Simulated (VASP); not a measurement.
# MnO2 (I4/m) in VASP: single point with PBE

Aim: the single point of MnO2 with PBE.

All numbers are computed with VASP 6.6.1; they aren't measurements. Logs are shortened: lines on timing, memory, paths and dates and some standing lists are left out, and cuts for length are marked.

### 1 The cell of the first run

It takes space group I4/m (No. 87, tetragonal). Conventional cell: a = 9.815 Å, b = 9.815 Å, c = 2.847 Å, α = 90.00°, β = 90.00°, γ = 90.00°. Within 2.5 Å of Mn (site symmetry m) lie 6 O at 1.88 to 1.90 Å. Within 2.5 Å of O (site symmetry m) lie 3 Mn at 1.89 to 1.90 Å and 1 O at 2.48 Å. O (site symmetry m) has 3 Mn at 1.88 to 1.90 Å and 3 O at 2.43 to 2.48 Å within 2.5 Å.

### 2 Single point, PBE

File INCAR:

```
PREC = Accurate ; ENCUT = 520
EDIFF = 1E-7 ; ISMEAR = -1
SIGMA = 0.05 ; LREAL = F
LASPH = T ; NELM = 60
ALGO = Fast ; ISIF = 2
LWAVE = F ; LCHARG = T
GGA = PE ; LELF = T
LVHAR = T ; NBANDS = 62
```

File KPOINTS:

```
regular mesh
0
Gamma
  10 10 10
```

File POSCAR:

```
MnO2
1.0
   -4.9075000000      4.9075000000      1.4235000000
    4.9075000000     -4.9075000000      1.4235000000
    4.9075000000      4.9075000000     -1.4235000000
Mn O
4 8
Direct
    0.8300000000      0.6500000000      0.4800000000
    0.6500000000      0.1700000000      0.8200000000
    0.1700000000      0.3500000000      0.5200000000
    0.3500000000      0.8300000000      0.1800000000
    0.4580000000      0.1600000000      0.6180000000
    0.1600000000      0.5420000000      0.7020000000
    0.5420000000      0.8400000000      0.3820000000
    0.8400000000      0.4580000000      0.2980000000
    0.2050000000      0.1600000000      0.3650000000
    0.1600000000      0.7950000000      0.9550000000
    0.7950000000      0.8400000000      0.6350000000
    0.8400000000      0.2050000000      0.0450000000
```

Potentials or basis: VASP PAW PBE potentials, release 64 (Mn_pv, O).

Command:

```console
$ cat potpaw_PBE.64/Mn_pv/POTCAR potpaw_PBE.64/O/POTCAR > POTCAR
$ mpirun -np 1 vasp_std > vasp.out
```

OUTCAR:

```text
PREC = Accurate
   ENCUT = 520
   EDIFF = 1E-7
   ISMEAR = -1
   LREAL = F
   LASPH = T
   NELM = 60
   ISIF = 2
   GGA = PE

 ion  position               nearest neighbor table
   1  0.830  0.650  0.480-   9 1.88   9 1.88   8 1.89  11 1.90   5 1.90   5 1.90   3 2.89   3 2.89

   2  0.650  0.170  0.820-  10 1.88  10 1.88   5 1.89  12 1.90   6 1.90   6 1.90   4 2.89   4 2.89

   3  0.170  0.350  0.520-  11 1.88  11 1.88   6 1.89   9 1.90   7 1.90   7 1.90   1 2.89   1 2.89

   4  0.350  0.830  0.180-  12 1.88  12 1.88   7 1.89  10 1.90   8 1.90   8 1.90   2 2.89   2 2.89

   5  0.458  0.160  0.618-   2 1.89   1 1.90   1 1.90
   6  0.160  0.542  0.702-   3 1.89   2 1.90   2 1.90
   7  0.542  0.840  0.382-   4 1.89   3 1.90   3 1.90
   8  0.840  0.458  0.298-   1 1.89   4 1.90   4 1.90
   9  0.205  0.160  0.365-   1 1.88   1 1.88   3 1.90
  10  0.160  0.795  0.955-   2 1.88   2 1.88   4 1.90
  11  0.795  0.840  0.635-   3 1.88   3 1.88   1 1.90
  12  0.840  0.205  0.045-   4 1.88   4 1.88   2 1.90

  LATTYP: Found a body centered tetragonal cell.
 ALAT       =     9.8150000000
 C/A-ratio  =     0.2900662252

  Lattice vectors:

 A1 = (  -4.9075000000,   4.9075000000,   1.4235000000)
 A2 = (   4.9075000000,  -4.9075000000,   1.4235000000)
 A3 = (   4.9075000000,   4.9075000000,  -1.4235000000)

Analysis of symmetry for initial positions (statically):
=====================================================================
 Subroutine PRICEL returns:
 Original cell was already a primitive cell.

 Routine SETGRP: Setting up the symmetry group for a
 body centered tetragonal supercell.

 Subroutine GETGRP returns: Found  8 space group operations
 (whereof  8 operations were pure point group operations)
 out of a pool of 16 trial point group operations.

The static configuration has the point symmetry C_4h.

Analysis of symmetry for dynamics (positions and initial velocities):
=====================================================================
 Subroutine PRICEL returns:
 Original cell was already a primitive cell.

 Routine SETGRP: Setting up the symmetry group for a
 body centered tetragonal supercell.

 Subroutine GETGRP returns: Found  8 space group operations
 (whereof  8 operations were pure point group operations)
 out of a pool of 16 trial point group operations.

The dynamic configuration has the point symmetry C_4h.

 Subroutine INISYM returns: Found  8 space group operations
 (whereof  8 operations are pure point group operations),
 and found     1 'primitive' translations

----------------------------------------------------------------------------------------

                                     Primitive cell

  volume of cell :     137.1318

  direct lattice vectors                    reciprocal lattice vectors
    -4.907500000  4.907500000  1.423500000     0.000000000  0.101884870  0.351246927
     4.907500000 -4.907500000  1.423500000     0.101884870  0.000000000  0.351246927
     4.907500000  4.907500000 -1.423500000     0.101884870  0.101884870  0.000000000

  length of vectors
     7.084734628  7.084734628  7.084734628     0.365725211  0.365725211  0.144086965

  position of ions in fractional coordinates (direct lattice)
     0.830000000  0.650000000  0.480000000
     0.650000000  0.170000000  0.820000000
     0.170000000  0.350000000  0.520000000
     0.350000000  0.830000000  0.180000000
     0.458000000  0.160000000  0.618000000
     0.160000000  0.542000000  0.702000000
     0.542000000  0.840000000  0.382000000
     0.840000000  0.458000000  0.298000000
     0.205000000  0.160000000  0.365000000
     0.160000000  0.795000000  0.955000000
     0.795000000  0.840000000  0.635000000
     0.840000000  0.205000000  0.045000000

  ion indices of the primitive-cell ions
   primitive index   ion index
                 1           1
                 2           2
                 3           3
                 4           4
                 5           5
                 6           6
                 7           7
                 8           8
                 9           9
                10          10
                11          11
                12          12

----------------------------------------------------------------------------------------

 KPOINTS: regular mesh

Automatic generation of k-mesh.
 Grid dimensions read from file:
 generate k-points for:   10   10   10

 Generating k-lattice:

  Cartesian coordinates                     Fractional coordinates (reciprocal lattice)
     0.000000000  0.010188487  0.035124693     0.100000000  0.000000000  0.000000000
     0.010188487  0.000000000  0.035124693     0.000000000  0.100000000  0.000000000
     0.010188487  0.010188487  0.000000000     0.000000000  0.000000000  0.100000000

  Length of vectors
     0.036572521  0.036572521  0.014408697

  Shift w.r.t. Gamma in fractional coordinates (k-lattice)
     0.000000000  0.000000000  0.000000000

 Subroutine IBZKPT returns following result:
 ===========================================

 Found    144 irreducible k-points:

 Following reciprocal coordinates:
            Coordinates               Weight
  0.000000  0.000000  0.000000      1.000000
  0.100000  0.000000  0.000000      8.000000
  0.200000  0.000000  0.000000      8.000000
  0.300000 -0.000000  0.000000      8.000000
  0.400000 -0.000000  0.000000      8.000000
  0.500000 -0.000000  0.000000      4.000000
[... 16 lines left out ...]
  0.200000  0.200000  0.000000      8.000000
  0.300000  0.200000  0.000000      8.000000
 [... further k-points ...]
   k-points           NKPTS =    144   k-points in BZ     NKDIM =    144   number of bands    NBANDS=     62
   number of dos      NEDOS =    301   number of ions     NIONS =     12
   total plane-waves  NPLWV = 157464
   dimension x,y,z NGX =    54 NGY =   54 NGZ =   54
   dimension x,y,z NGXF=   108 NGYF=  108 NGZF=  108
   ions per type =               4   8
   NGX,Y,Z   is equivalent  to a cutoff of  12.67, 12.67, 12.67 a.u.
   NGXF,Y,Z  is equivalent  to a cutoff of  25.34, 25.34, 25.34 a.u.
 SYSTEM =  unknown system
   PREC   = accura    normal or accurate (medium, high low for compatibility)
   ISTART =      0    job   : 0-new  1-cont  2-samecut
   ICHARG =      2    charge: 1-file 2-atom 10-const
   ISPIN  =      1    spin polarized calculation?
   LNONCOLLINEAR =      F non collinear calculations
   LSORBIT =      F    spin-orbit coupling
   LASPH  =      T    aspherical Exc in radial PAW
   ENCUT  =  520.0 eV  38.22 Ry    6.18 a.u.  13.17 13.17 13.17*2*pi/ulx,y,z
   NELM   =     60;   NELMIN=  2; NELMDL= -5     # of ELM steps
   EDIFF  = 0.1E-06   stopping-criterion for ELM
   LREAL  =      F    real-space projection
   EDIFFG = 0.1E-05   stopping-criterion for IOM
   NSW    =      0    number of steps for IOM
   IBRION =     -1    ionic relax: 0-MD 1-quasi-New 2-CG
   NFREE  =      0    steps in history (QN), initial steepest desc. (CG)
   ISIF   =      2    stress and relaxation
   ISYM   =      2    0-nonsym 1-usesym 2-fastsym
   POTIM  = 0.5000    time-step for ionic-motion
   TEBEG  =    0.0;   TEEND  =   0.0 temperature during run
   PSTRESS=    0.0 pullay stress
   NELECT =     100.0000    total number of electrons
   NUPDOWN=      -1.0000    fix difference up-down
   EMIN   =  10.00;   EMAX   =-10.00  energy-range for DOS
   EFERMI =   0.00;   METHOD = LEGACY
   ISMEAR =    -1;   SIGMA  =   0.05  broadening in eV -4-tet -1-fermi 0-gaus
   EFERMI_NEDOS =   21; number of points for ismear=-14 and -15
   IALGO  =     68    algorithm
   IMIX   =      4    mixing-type and parameters
     AMIX     =   0.40;   BMIX     =  1.00
     AMIX_MAG =   1.60;   BMIX_MAG =  1.00
  volume/ion in A,a.u.               =      11.43        77.12
  Fermi-wavevector in a.u.,A,eV,Ry     =   1.473541  2.784588 29.542632  2.171322
  Thomas-Fermi vector in A             =   2.588421
   LORBIT       =      0    0 simple, 1 ext, 2 COOP (PROOUT), +10 PAW based schemes
   GGA     = PE    functional components
   LHFCALC =     F    Hartree Fock is set to
   AEXX    =    0.0000 exact exchange contribution
   IVDW    =     0    specifies the selected vdW correction
   LEPSILON=     F    determine dielectric tensor
   LRPA    =     F    only Hartree local field effects (RPA)
 non-spin polarized calculation
 RMM-DIIS sequential band-by-band and
  energy-cutoff  :      520.00
  volume of cell :      137.13
 maximum number of plane-waves:      3722
 NGX is ok and might be reduce to    54
   NGX = 27   NGY = 27   NGZ = 27

 number of electron     100.0000011 magnetization

 Free energy of the ion-electron system (eV)
  ---------------------------------------------------
  ext. energy  EPLUGINS =         0.00000000
  ---------------------------------------------------
  free energy    TOTEN  =       -92.16218035 eV

  energy without entropy =      -92.00440601  energy(sigma->0) =      -92.08329318

 E-fermi :   3.1002     XC(G=0): -10.3460

 val. band max:        3.0994844303   @ k =  -0.4000   0.5000   0.4000
 cond. band min:       3.1003539603   @ k =  -0.3000  -0.3000   0.2000
 fundamental gap:      0.0008695300
 Fermi energy:         3.1002215309

 k-point     1 :       0.0000    0.0000    0.0000
  band No.  band energies     occupation
      1     -45.8245      2.00000
      2     -45.8119      2.00000
      3     -45.7544      2.00000
      4     -45.7544      2.00000
      5     -45.7298      2.00000
      6     -45.7172      2.00000
[... 54 lines left out ...]
     61       6.3862      0.00000
     62       6.3867      0.00000

 k-point     2 :       0.1000    0.0000    0.0000
  band No.  band energies     occupation
      1     -45.8213      2.00000
      2     -45.8106      2.00000
      3     -45.7554      2.00000
      4     -45.7553      2.00000
      5     -45.7293      2.00000
      6     -45.7291      2.00000
[... 1419 lines left out ...]
     61       6.2675      0.00000
     62       6.3386      0.00000

 k-point    24 :       0.3000    0.2000    0.0000
  band No.  band energies     occupation
      1     -45.8480      2.00000
      2     -45.8454      2.00000
      3     -45.8450      2.00000
      4     -45.8423      2.00000
      5     -45.7618      2.00000
      6     -45.7589      2.00000
[... 54 lines left out ...]
     61       6.2448      0.00000
     62       6.4849      0.00000

 [... further k-points ...]
[... 5 lines left out ...]
  --------------------------------------------------------------------------------------
  -------------------------------------------------------------------------------------
  Total       -2.8843701     -2.8843701     -4.8910859     -0.0000005      0.0000000      0.0000000
  in kB      -33.6995025    -33.6995025    -57.1449422     -0.0000054      0.0000000      0.0000000
  external PRESSURE =     -41.5146491 kB  Pullay stress =       0.0000000 kB

 VOLUME and BASIS-vectors are now :
 -----------------------------------------------------------------------------
  energy-cutoff  :      520.00
  volume of cell :      137.13
      direct lattice vectors                 reciprocal lattice vectors
    -4.907500000  4.907500000  1.423500000     0.000000000  0.101884870  0.351246927
     4.907500000 -4.907500000  1.423500000     0.101884870  0.000000000  0.351246927
     4.907500000  4.907500000 -1.423500000     0.101884870  0.101884870  0.000000000

 POSITION                                       TOTAL-FORCE (eV/Angst)
 -----------------------------------------------------------------------------------
      1.47225      3.23895      1.42350        -1.252341      0.706403     -0.000000
      1.66855      6.37975      0.00000        -0.706403     -1.252341     -0.000000
      3.43525      1.66855      0.00000         1.252341     -0.706403      0.000000
      3.23895     -1.47225      1.42350         0.706403      1.252341      0.000000
      1.57040      4.49527     -0.00000         0.383052      0.296400      0.000000
      5.31973      1.57040      0.00000        -0.296400      0.383052      0.000000
      3.33710      0.41223      1.42350        -0.383052     -0.296400     -0.000000
     -0.41223      3.33710      1.42350         0.296400     -0.383052      0.000000
      1.57040      2.01208     -0.00000        -0.063220      0.054090      0.000000
      7.80293      1.57040     -0.00000        -0.054090     -0.063220      0.000000
      3.33710      2.89542      1.42350         0.063220     -0.054090      0.000000
     -2.89543      3.33710      1.42350         0.054090      0.063220      0.000000
 -----------------------------------------------------------------------------------
    total drift:                                0.000000      0.000000      0.000000

  FREE ENERGIE OF THE ION-ELECTRON SYSTEM (eV)
  ---------------------------------------------------
  free  energy   TOTEN  =       -92.1621803461 eV

  energy  without entropy=      -92.0044060094  energy(sigma->0) =      -92.08329318
```

Wall time 1.6 h (1 thread of Oxide Virtual Turin-like, shared host); peak memory 0.95 GiB.

What came out:

| Item | Value |
| --- | --- |
| Free energy | -92.1622 eV |
| Pressure | -4.2 GPa |
| Largest force | 1.438 eV/Å |
| Band gap on the k mesh | zero (bands 50 and 51 overlap by 0.43 eV) |

Forces on the atoms (eV/Å):
```
Mn  -1.252  0.706  0.000
Mn  -0.706 -1.252  0.000
Mn   1.252 -0.706  0.000
Mn   0.706  1.252  0.000
O    0.383  0.296  0.000
O   -0.296  0.383  0.000
O   -0.383 -0.296  0.000
O    0.296 -0.383  0.000
O   -0.063  0.054  0.000
O   -0.054 -0.063  0.000
O    0.063 -0.054  0.000
O    0.054  0.063  0.000
```

Stress tensor (GPa, compression positive):
```
-3.37  0.00  0.00
 0.00 -3.37  0.00
 0.00  0.00 -5.71
```

Levels at points of the mesh, in eV from the Fermi level:
| k point | band 47 | band 48 | band 49 | band 50 | band 51 | band 52 | band 53 | band 54 |
| --- | --- | --- | --- | --- | --- | --- | --- | --- |
| (0.00, 0.00, 0.00) | -0.38 | -0.35 | -0.35 | -0.30 | -0.30 | -0.11 | 0.34 | 0.36 |
| (0.50, 0.00, 0.00) | -0.46 | -0.35 | -0.12 | -0.11 | -0.07 | -0.04 | 0.51 | 0.55 |
| (0.50, 0.50, 0.00) | -0.58 | -0.38 | -0.31 | -0.20 | -0.12 | -0.01 | 0.01 | 0.43 |
| (0.50, 0.50, 0.50) | -0.49 | -0.40 | -0.37 | -0.22 | -0.22 | -0.13 | 0.14 | 0.74 |

Caveat: the cell stands under tension; the run has no spin polarisation, though such a crystal can be magnetic; semilocal functionals often make such compounds metallic where correlation or magnetic order opens a gap, which also shifts bond lengths; forces of over 1 eV/Å act on the atoms, so gaps and moduli don't describe the material at rest. With open d or f shells a metallic result of PBE can be an artefact of self-interaction; +U or a hybrid may open a gap.
